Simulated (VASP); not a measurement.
# ZnS (P6_3mc) in VASP: notebook, part 3 of 3

VASP 6.6.1. Earlier steps stand in the parts before.

## Step 5: Single point, PBE (atoms displaced along a vibrational mode)

Input file INCAR:

```
ALGO = Normal
EDIFF = 1E-7
ENCUT = 520
GGA = PE
ISIF = 2
ISMEAR = 0
LASPH = True
LCHARG = False
LREAL = False
LWAVE = False
NBANDS = 46
NELM = 80
PREC = Accurate
SIGMA = 0.05
```

Input file KPOINTS:

```
k-points
0
Gamma
  12 12 2
```

Input file POSCAR:

```
ZnS
1.0
    3.8467234474      0.0000000000      0.0000000000
   -1.9233617237      3.3313602268      0.0000000000
    0.0000000000      0.0000000000     12.5902250312
Zn S
4 4
Direct
    0.0000000000      0.0000000000      0.0179213545
    0.0000000000      0.0000000000      0.5179213545
    0.3333333333      0.6666666667      0.2321889577
    0.6666666667      0.3333333333      0.7321889577
    0.0000000000      0.0000000000      0.1914403252
    0.0000000000      0.0000000000      0.6914403252
    0.3333333333      0.6666666667      0.4334125176
    0.6666666667      0.3333333333      0.9334125176
```

Potentials or basis: VASP PAW PBE potentials, release 64 (Zn, S).

On the command line:

```bash
$ cat potpaw_PBE.64/Zn/POTCAR potpaw_PBE.64/S/POTCAR > POTCAR
$ mpirun -np 1 vasp_std > vasp.out
```

OUTCAR:

```text
EDIFF = 1E-7
   ENCUT = 520
   GGA = PE
   ISIF = 2
   ISMEAR = 0
   LASPH = True
   LREAL = False
   NELM = 80
   PREC = Accurate

 ion  position               nearest neighbor table
   1  0.000  0.000  0.018-   5 2.18   8 2.46   8 2.46   8 2.46
   2  0.000  0.000  0.518-   6 2.18   7 2.46   7 2.46   7 2.46
   3  0.333  0.667  0.232-   5 2.28   5 2.28   5 2.28   7 2.53
   4  0.667  0.333  0.732-   6 2.28   6 2.28   6 2.28   8 2.53
[... 1395 lines left out ...]
  Total        0.8908439      0.8908439      1.6435129      0.0000000      0.0000000     -0.0000000
  in kB        8.8463913      8.8463913     16.3206571      0.0000000      0.0000000     -0.0000000
  external PRESSURE =      11.3378132 kB  Pullay stress =       0.0000000 kB

 VOLUME and BASIS-vectors are now :
 -----------------------------------------------------------------------------
  energy-cutoff  :      520.00
  volume of cell :      161.34
      direct lattice vectors                 reciprocal lattice vectors
     3.846723447  0.000000000  0.000000000     0.259961501  0.150088842  0.000000000
    -1.923361724  3.331360227  0.000000000     0.000000000  0.300177685  0.000000000
     0.000000000  0.000000000 12.590225031     0.000000000  0.000000000  0.079426698

 POSITION                                       TOTAL-FORCE (eV/Angst)
 -----------------------------------------------------------------------------------
      0.00000      0.00000      0.22563         0.000000     -0.000000     -2.476891
      0.00000      0.00000      6.52075         0.000000      0.000000     -2.476891
     -0.00000      2.22091      2.92331         0.000000     -0.000000      1.463116
      1.92336      1.11045      9.21842        -0.000000      0.000000      1.463116
      0.00000      0.00000      2.41028        -0.000000     -0.000000      0.430102
      0.00000      0.00000      8.70539        -0.000000     -0.000000      0.430102
     -0.00000      2.22091      5.45676         0.000000     -0.000000      0.583672
      1.92336      1.11045     11.75187        -0.000000     -0.000000      0.583672
 -----------------------------------------------------------------------------------
    total drift:                               -0.000001     -0.000001      0.000846

  FREE ENERGIE OF THE ION-ELECTRON SYSTEM (eV)
  ---------------------------------------------------
  free  energy   TOTEN  =       -26.5061400083 eV

  energy  without entropy=      -26.5061400083  energy(sigma->0) =      -26.50614001
```

OSZICAR:

```text
N       E                     dE             d eps       ncg     rms          rms(c)
DAV:   1     0.584288946795E+03    0.58429E+03   -0.32448E+04  3496   0.187E+03
DAV:   2     0.520318321746E+02   -0.53226E+03   -0.51228E+03  3496   0.432E+02
DAV:   3    -0.248434878330E+02   -0.76875E+02   -0.75680E+02  3904   0.152E+02
DAV:   4    -0.284695924336E+02   -0.36261E+01   -0.36119E+01  4272   0.329E+01
DAV:   5    -0.285254277736E+02   -0.55835E-01   -0.55812E-01  4104   0.414E+00    0.139E+01
DAV:   6    -0.265086602435E+02    0.20168E+01   -0.39850E+00  5406   0.445E+01    0.108E+01
DAV:   7    -0.265627831972E+02   -0.54123E-01   -0.45512E+00  4098   0.945E+00    0.427E+00
DAV:   8    -0.265052823286E+02    0.57501E-01   -0.44850E-01  4410   0.673E+00    0.121E+00
DAV:   9    -0.265046227488E+02    0.65958E-03   -0.10744E-01  4378   0.475E+00    0.397E-01
DAV:  10    -0.265055130757E+02   -0.89033E-03   -0.20146E-02  4116   0.203E+00    0.266E-01
DAV:  11    -0.265060484315E+02   -0.53536E-03   -0.28519E-03  4768   0.597E-01    0.107E-01
DAV:  12    -0.265061176940E+02   -0.69262E-04   -0.10664E-03  4422   0.431E-01    0.546E-02
DAV:  13    -0.265061350869E+02   -0.17393E-04   -0.29530E-04  4066   0.150E-01    0.245E-02
DAV:  14    -0.265061394989E+02   -0.44120E-05   -0.16128E-05  4012   0.274E-02    0.971E-03
DAV:  15    -0.265061394546E+02    0.44295E-07   -0.45757E-06  4836   0.313E-02    0.296E-03
DAV:  16    -0.265061399664E+02   -0.51172E-06   -0.30260E-06  3832   0.868E-03    0.317E-03
DAV:  17    -0.265061400083E+02   -0.41975E-07   -0.10156E-07  2476   0.370E-03
   1 F= -.26506140E+02 E0= -.26506140E+02  d E =-.234812E-15
```

stdout:

```text
POSCAR found type information on POSCAR ZnS
 POSCAR found :  2 types and       8 ions
 scaLAPACK will be used
 LDA part: xc-table for (Slater+PW92), standard interpolation
 POSCAR, INCAR and KPOINTS ok, starting setup
 FFT: planning ... GRIDC
 FFT: planning ... GRID_SOFT
 FFT: planning ... GRID
 WAVECAR not read
 entering main loop
```

Run time: 11 min. Hardware: 1 thread of Intel Xeon 8259CL, shared host; peak memory 0.4 GiB.

Results:

```yaml
Free_energy: -26.5061 eV
Pressure: 1.1 GPa
Largest_force: 2.477 eV/Å
Band_gap_on_the_k_mesh: 1.36 eV
```

Forces in eV/Å, atoms in the order of the input:
```
Zn   0.000  0.000 -2.477
Zn   0.000  0.000 -2.477
Zn   0.000  0.000  1.463
Zn   0.000  0.000  1.463
S    0.000  0.000  0.430
S    0.000  0.000  0.430
S    0.000  0.000  0.584
S    0.000  0.000  0.584
```

Levels at points of the mesh, in eV from the valence-band top:
```
           k point  band 34  band 35  band 36  band 37  band 38  band 39
(0.00, 0.00, 0.00)    -0.16     0.00     0.00     1.36     2.19     2.90
(0.50, 0.00, 0.00)    -1.18    -1.07    -0.80     2.67     2.69     2.96
(0.00, 0.00, 0.50)    -0.08    -0.08    -0.08     1.94     1.94     3.26
(0.50, 0.00, 0.50)    -1.73    -0.93    -0.93     2.86     2.86     3.60
```

Caveat: the cell differs from its parent crystal (atoms displaced along a vibrational mode); forces of over 1 eV/Å act on the atoms, so gaps and moduli don't describe the material at rest. A k mesh can miss the band edges.

## Step 6: Single point, PBE (atoms displaced along a vibrational mode)

Input file INCAR:

```
PREC = Accurate
ENCUT = 520
EDIFF = 1E-6
ISMEAR = 0
SIGMA = 0.05
LREAL = False
LASPH = True
NELM = 60
ALGO = Normal
ISIF = 2
LWAVE = False
LCHARG = False
GGA = PE
NBANDS = 46
```

Input file KPOINTS:

```
regular mesh
0
Gamma
  12 12 2
```

Input file POSCAR:

```
ZnS
1.0
    3.8467234474      0.0000000000      0.0000000000
   -1.9233617237      3.3313602268      0.0000000000
    0.0000000000      0.0000000000     12.5902250312
Zn S
4 4
Direct
    0.0000000000      0.0000000000     -0.0118636572
    0.0000000000      0.0000000000      0.4881363428
    0.3333333333      0.6666666667      0.2619148833
    0.6666666667      0.3333333333      0.7619148833
    0.0000000000      0.0000000000      0.1845226132
    0.0000000000      0.0000000000      0.6845226132
    0.3333333333      0.6666666667      0.4404507239
    0.6666666667      0.3333333333      0.9404507239
```

Potentials or basis: VASP PAW PBE potentials, release 64 (Zn, S).

On the command line:

```bash
$ cat potpaw_PBE.64/Zn/POTCAR potpaw_PBE.64/S/POTCAR > POTCAR
$ mpirun -np 1 vasp_std > vasp.out
```

It took 10 min on 1 thread of Intel Xeon 8259CL, shared host; peak memory 0.4 GiB.

It converged, with:

| Property | Result |
| --- | --- |
| Free energy | -27.0048 eV |
| Pressure | 0.6 GPa |
| Largest force | 1.507 eV/Å |
| Band gap on the k mesh | 1.72 eV |

Forces on the atoms (eV/Å):
```
Zn   0.000  0.000  1.071
Zn   0.000  0.000  1.071
Zn   0.000  0.000 -1.507
Zn   0.000  0.000 -1.507
S    0.000  0.000  0.324
S    0.000  0.000  0.324
S    0.000  0.000  0.113
S    0.000  0.000  0.113
```

Stress tensor (GPa, compression positive):
```
0.60 0.00 0.00
0.00 0.60 0.00
0.00 0.00 0.68
```

Levels at points of the mesh, in eV from the valence-band top:
```csv
k point,band 34,band 35,band 36,band 37,band 38,band 39
"(0.00, 0.00, 0.00)",-0.18,0.00,0.00,1.72,2.71,2.98
"(0.50, 0.00, 0.00)",-1.35,-1.16,-0.82,2.95,3.09,3.70
"(0.00, 0.00, 0.50)",-0.09,-0.09,-0.09,2.40,2.40,3.28
"(0.50, 0.00, 0.50)",-1.58,-0.98,-0.98,3.26,3.26,3.92
```

Caveat: the cell differs from its parent crystal (atoms displaced along a vibrational mode); forces of over 1 eV/Å act on the atoms, so gaps and moduli don't describe the material at rest. A k mesh can miss the band edges.

## Step 7: Summary

```tsv
cell	gap on the mesh (eV)	pressure (GPa)	largest force (eV/Å)
as given, atomic positions A	0.99	1.9	3.58
as given, atomic positions B	1.40	1.2	2.44
as given, atomic positions C	1.03	2.0	3.53
as given, atomic positions D	1.36	1.1	2.48
as given, atomic positions E	1.72	0.6	1.51
```

Alike in all rows: task single point; level PBE; potentials or basis VASP PAW PBE potentials, release 64 (Zn, S); no spin polarisation; k mesh 12 × 12 × 2; cutoff (eV) 520; smearing gaussian 0.05 eV.

Caveats: forces of over 1 eV/Å act on the atoms, so gaps and moduli don't describe the material at rest.

Absolute energies hang on the potentials; compare differences alone.
